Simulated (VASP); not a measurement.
# SrZn23S24 (a cell with a defect) (Wurtzite-6H) in VASP: further runs, part 2 of 2

VASP 6.6.1. Earlier steps stand in the parts before.

### Step 3. Electric field gradients, PBE

INCAR reads:

```
PREC = Accurate ; ENCUT = 520
EDIFF = 1E-8 ; ISMEAR = -1
SIGMA = 0.01 ; LREAL = Auto
LASPH = True ; NELM = 100
ALGO = Normal ; ISIF = 2
LWAVE = False ; LCHARG = False
GGA = PE ; LEFG = True
NBANDS = 245 ; LUSENCCL = False
```

KPOINTS reads:

```
Automatic mesh
0
Gamma
  3 3 1
```

POSCAR reads:

```
SrZn23S24
1.0
    7.6240000000      0.0000000000      0.0000000000
   -3.8120000000      6.6025776784      0.0000000000
    0.0000000000      0.0000000000     18.6899900000
Zn Sr S
23 1 24
Direct
    0.0000000000      0.0000000000      0.0000000000
    0.0000000000      0.5000000000      0.0000000000
    0.5000000000      0.0000000000      0.0000000000
    0.5000000000      0.5000000000      0.0000000000
    0.0000000000      0.0000000000      0.5000000000
    0.0000000000      0.5000000000      0.5000000000
    0.5000000000      0.0000000000      0.5000000000
    0.5000000000      0.5000000000      0.5000000000
    0.1666666666      0.8333333334      0.1666700000
    0.6666666666      0.3333333334      0.1666700000
    0.6666666666      0.8333333334      0.1666700000
    0.3333333334      0.1666666666      0.6666700000
    0.3333333334      0.6666666666      0.6666700000
    0.8333333334      0.1666666666      0.6666700000
    0.8333333334      0.6666666666      0.6666700000
    0.3333333334      0.1666666666      0.3333300000
    0.3333333334      0.6666666666      0.3333300000
    0.8333333334      0.1666666666      0.3333300000
    0.8333333334      0.6666666666      0.3333300000
    0.1666666666      0.3333333334      0.8333300000
    0.1666666666      0.8333333334      0.8333300000
    0.6666666666      0.3333333334      0.8333300000
    0.6666666666      0.8333333334      0.8333300000
    0.1666666666      0.3333333334      0.1666700000
    0.0000000000      0.0000000000      0.1250000000
    0.0000000000      0.5000000000      0.1250000000
    0.5000000000      0.0000000000      0.1250000000
    0.5000000000      0.5000000000      0.1250000000
    0.0000000000      0.0000000000      0.6250000000
    0.0000000000      0.5000000000      0.6250000000
    0.5000000000      0.0000000000      0.6250000000
    0.5000000000      0.5000000000      0.6250000000
    0.1666666666      0.3333333334      0.2916700000
    0.1666666666      0.8333333334      0.2916700000
    0.6666666666      0.3333333334      0.2916700000
    0.6666666666      0.8333333334      0.2916700000
    0.3333333334      0.1666666666      0.7916700000
    0.3333333334      0.6666666666      0.7916700000
    0.8333333334      0.1666666666      0.7916700000
    0.8333333334      0.6666666666      0.7916700000
    0.3333333334      0.1666666666      0.4583300000
    0.3333333334      0.6666666666      0.4583300000
    0.8333333334      0.1666666666      0.4583300000
    0.8333333334      0.6666666666      0.4583300000
    0.1666666666      0.3333333334      0.9583300000
    0.1666666666      0.8333333334      0.9583300000
    0.6666666666      0.3333333334      0.9583300000
    0.6666666666      0.8333333334      0.9583300000
```

Potentials or basis: VASP PAW PBE potentials, release 64 (Zn, Sr_sv, S).

On the command line:

```sh
cat potpaw_PBE.64/Zn/POTCAR potpaw_PBE.64/Sr_sv/POTCAR potpaw_PBE.64/S/POTCAR > POTCAR
mpirun -np 1 vasp_std > vasp.out
```

OUTCAR:

```text
PREC = Accurate
   ENCUT = 520
   EDIFF = 1E-8
   ISMEAR = -1
   LREAL = Auto
   LASPH = True
   NELM = 100
   ISIF = 2
   GGA = PE

 ion  position               nearest neighbor table
   1  0.000  0.000  0.000-  46 2.33  45 2.33  48 2.33  25 2.34  24 3.81
   2  0.000  0.500  0.000-  45 2.33  46 2.33  47 2.33  26 2.34  24 3.81
   3  0.500  0.000  0.000-  48 2.33  47 2.33  46 2.33  27 2.34
   4  0.500  0.500  0.000-  47 2.33  48 2.33  45 2.33  28 2.34  24 3.81
   5  0.000  0.000  0.500-  43 2.33  44 2.33  41 2.33  29 2.34
   6  0.000  0.500  0.500-  44 2.33  43 2.33  42 2.33  30 2.34
   7  0.500  0.000  0.500-  41 2.33  42 2.33  43 2.33  31 2.34
   8  0.500  0.500  0.500-  42 2.33  41 2.33  44 2.33  32 2.34
   9  0.167  0.833  0.167-  25 2.33  26 2.33  27 2.33  34 2.34  24 3.81  24 3.81
  10  0.667  0.333  0.167-  28 2.33  27 2.33  26 2.33  35 2.34  24 3.81  24 3.81
  11  0.667  0.833  0.167-  27 2.33  28 2.33  25 2.33  36 2.34  24 3.81  24 3.81
  12  0.333  0.167  0.667-  31 2.33  32 2.33  29 2.33  37 2.34
[... 1126 lines left out ...]
----------------------------------------------------------------------
 ion       V_xx      V_yy      V_zz     asymmetry (V_yy - V_xx)/ V_zz
----------------------------------------------------------------------
   1       1.964     0.182    -2.146       0.831
   2       1.965     0.180    -2.145       0.832
   3      -0.305    -0.303     0.609       0.003
   4       1.964     0.182    -2.146       0.831
   5       0.566     0.162    -0.729       0.555
   6       0.568     0.161    -0.728       0.559
[... 40 lines left out ...]
  47       1.524     0.374    -1.898       0.606
  48       1.524     0.373    -1.897       0.606
----------------------------------------------------------------------

           NMR quadrupolar parameters

 Cq : quadrupolar parameter    Cq=e*Q*V_zz/h
 eta: asymmetry parameters     (V_yy - V_xx)/ V_zz
 Q  : nuclear electric quadrupole moment in mb (millibarn)
----------------------------------------------------------------------
 ion       Cq(MHz)       eta       Q (mb)
----------------------------------------------------------------------
   1      -0.005       0.831       1.000
   2      -0.005       0.832       1.000
   3       0.001       0.003       1.000
   4      -0.005       0.831       1.000
   5      -0.002       0.555       1.000
   6      -0.002       0.559       1.000
[... 40 lines left out ...]
  47      -0.005       0.606       1.000
  48      -0.005       0.606       1.000
----------------------------------------------------------------------
```

It took 3.4 min on 1 × NVIDIA H100 80GB with 1 thread of Intel Xeon Platinum 8481C at 2.70GHz (Sapphire Rapids), shared host; peak memory 1.9 GiB.

What came out:

```
Free energy            : -161.8370 eV
Pressure               : 5.4 GPa
Largest force          : 5.428 eV/Å
Band gap on the k mesh : 2.25 eV
```

Forces on the atoms (eV/Å):
```
Zn   0.000 -0.172  0.047
Zn  -0.149  0.086  0.047
Zn   0.000  0.000 -0.061
Zn   0.149  0.086  0.047
Zn   0.000  0.015 -0.011
Zn   0.013 -0.008 -0.011
Zn   0.000  0.000  0.001
Zn  -0.013 -0.008 -0.011
Zn  -0.177 -0.102 -0.115
Zn   0.000  0.205 -0.115
Zn   0.177 -0.102 -0.115
Zn   0.003 -0.002  0.014
Zn   0.000  0.004  0.014
Zn  -0.003 -0.002  0.014
Zn   0.000  0.000  0.020
Zn  -0.052  0.030  0.138
Zn   0.000 -0.060  0.138
Zn   0.052  0.030  0.138
Zn   0.000  0.000  0.033
Zn   0.000  0.000 -0.046
Zn   0.003  0.001  0.013
Zn   0.000 -0.003  0.013
Zn  -0.003  0.001  0.013
Sr   0.000  0.000 -0.058
S    0.000 -5.058 -1.791
S   -4.380  2.529 -1.791
S    0.000  0.000  0.049
S    4.380  2.529 -1.791
S    0.000  0.000  0.020
S    0.000  0.000  0.020
S    0.000  0.000  0.037
S    0.000  0.000  0.020
S    0.000  0.000  5.428
S    0.008  0.005 -0.026
S    0.000 -0.010 -0.026
S   -0.008  0.005 -0.026
S   -0.005  0.003 -0.007
S    0.000 -0.005 -0.007
S    0.005  0.003 -0.007
S    0.000  0.000 -0.012
S    0.034 -0.019 -0.015
S    0.000  0.039 -0.015
S   -0.034 -0.019 -0.015
S    0.000  0.000 -0.048
S    0.000  0.000  0.020
S    0.020  0.012 -0.054
S    0.000 -0.023 -0.054
S   -0.020  0.012 -0.054
```

Electric field gradients, principal values (V/Å²):
```tsv
atom	least	middle	greatest (by size)
1 Zn	0.182	1.964	-2.146
2 Zn	0.180	1.965	-2.145
3 Zn	-0.303	-0.305	0.609
4 Zn	0.182	1.964	-2.146
5 Zn	0.162	0.566	-0.729
6 Zn	0.161	0.568	-0.728
7 Zn	-0.024	-0.026	0.050
8 Zn	0.162	0.566	-0.729
9 Zn	1.562	2.033	-3.595
10 Zn	1.562	2.033	-3.595
11 Zn	1.563	2.032	-3.595
12 Zn	-0.529	-0.636	1.165
13 Zn	-0.528	-0.637	1.165
14 Zn	-0.528	-0.637	1.165
15 Zn	-0.508	-0.510	1.019
16 Zn	1.031	1.180	-2.211
17 Zn	1.033	1.179	-2.212
18 Zn	1.033	1.179	-2.212
19 Zn	0.260	0.262	-0.522
20 Zn	-1.211	-1.213	2.423
21 Zn	-0.074	-0.226	0.300
22 Zn	-0.074	-0.226	0.300
23 Zn	-0.075	-0.225	0.300
24 Sr	-0.795	-0.798	1.594
25 S	52.885	54.059	-106.944
26 S	52.884	54.059	-106.943
27 S	0.008	0.009	-0.017
28 S	52.885	54.059	-106.944
29 S	-0.833	-0.900	1.733
30 S	-0.832	-0.901	1.733
31 S	-0.466	-0.467	0.933
32 S	-0.833	-0.900	1.733
33 S	51.371	51.372	-102.742
34 S	0.194	0.974	-1.168
35 S	0.194	0.974	-1.168
36 S	0.194	0.973	-1.167
37 S	-0.190	-0.575	0.765
38 S	-0.190	-0.574	0.764
39 S	-0.190	-0.574	0.764
40 S	-0.181	-0.182	0.363
41 S	0.067	1.579	-1.646
42 S	0.068	1.579	-1.647
43 S	0.068	1.579	-1.647
44 S	-0.954	-0.955	1.909
45 S	-0.987	-0.988	1.975
46 S	0.374	1.524	-1.898
47 S	0.374	1.524	-1.898
48 S	0.373	1.524	-1.897
```

Caveat: without QUAD_EFG the Cq values of the log hold for a quadrupole moment of 1 mb, not for the nuclei.
